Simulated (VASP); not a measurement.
A run of VASP 6.6.1 is set up as follows.

The input INCAR:

```
ALGO     = Fast           # electronic algorithm
DIPOL    = 0.5 0.5 0.500
EDIFF    = 1E-6           # SCF threshold, eV
ENCUT    = 520            # plane-wave cutoff, eV
GGA      = CA             # functional
IDIPOL   = 3            
ISIF     = 2              # what is computed and relaxed
ISMEAR   = 0              # smearing method
LASPH    = T              # aspherical terms in the spheres
LCHARG   = F              # write CHGCAR
LDIPOL   = T            
LREAL    = F              # projectors in reciprocal space
LWAVE    = F              # write WAVECAR
NBANDS   = 96             # bands
NELM     = 60             # most SCF steps
PREC     = Accurate       # precision mode
SIGMA    = 0.1            # smearing width, eV
```

Contents of KPOINTS:

```
k-points
0
Gamma
  13 8 1
```

Contents of POSCAR:

```
Ru
1.0
    2.6738855892      0.0000000000      0.0000000000
    0.0000000000      4.2264228674      0.0000000000
    0.0000000000      0.0000000000     27.3501485174
Ru
12
Direct
    0.0000000000      0.7500000000      0.2779557400
    0.5000000000      0.2500000000      0.3025750035
    0.5000000000      0.7500000000      0.3586592765
    0.0000000000      0.2500000000      0.3865843941
    0.0000000000      0.7500000000      0.4438502334
    0.5000000000      0.2500000000      0.4715905770
    0.5000000000      0.7500000000      0.5284094219
    0.0000000000      0.2500000000      0.5561497661
    0.0000000000      0.7500000000      0.6134156058
    0.5000000000      0.2500000000      0.6413407238
    0.5000000000      0.7500000000      0.6974249970
    0.0000000000      0.2500000000      0.7220442607
```

Potentials or basis: VASP PAW LDA potentials, release 64 (Ru_pv).

Launch:

```sh
$ cat potpaw_LDA.64/Ru_pv/POTCAR > POTCAR
$ mpirun -np 1 vasp_std > vasp.out
```

Problem. What does it give for the largest force?

Solution. 0.068 eV/Å.

Problem. Predict the band gap on the k mesh.

Solution. Zero (bands 84 and 85 overlap by 2.00 eV).

Forces on the atoms (eV/Å):
```
Ru   0.000  0.000 -0.068
Ru   0.000  0.000 -0.032
Ru   0.000  0.000  0.010
Ru   0.000  0.000 -0.001
Ru   0.000  0.000 -0.003
Ru   0.000  0.000  0.001
Ru   0.000  0.000 -0.001
Ru   0.000  0.000  0.003
Ru   0.000  0.000  0.001
Ru   0.000  0.000 -0.010
Ru   0.000  0.000  0.032
Ru   0.000  0.000  0.068
```
